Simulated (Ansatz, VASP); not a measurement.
One calculation of Gd, two programs

```xyz
1
Lattice="0.0000 2.4559 2.4559 2.4559 0.0000 2.4559 2.4559 2.4559 0.0000" Properties=species:S:1:pos:R:3 pbc="T T T"
Gd    0.0000    0.0000    0.0000
```

Change from the starting cell: volume scaled by 0.9, PAW files.

Alike in both runs: task single point; functional PBE; k mesh 13 × 13 × 13; occupations fermi-dirac, width 0.05 eV; collinear spin.

|  | VASP | Ansatz |
| --- | --- | --- |
| version | VASP 6.6.1 | Ansatz 0.2.0 |
| potentials or method | VASP PAW PBE potentials, release 64 (Gd) | PAW with Ansatz's default frozen-core files, scalar-relativistic |
| plane-wave cutoff (eV) | 520 | 420 |
| valence electrons in the cell | 18 | 18 |

VASP gave:

* pressure (GPa): 4.1
* net moment per atom (μB): 7.36
* size of the moment on the site where the two differ most (μB): 6.91

Q: Estimate Ansatz's values.

A: Pressure (GPa): 4.0; net moment per atom (μB): 7.36; size of the moment on the site where the two differ most (μB): 7.18.

Site moments also hang on the region over which each program counts them.

Spin-orbit coupling is off throughout.
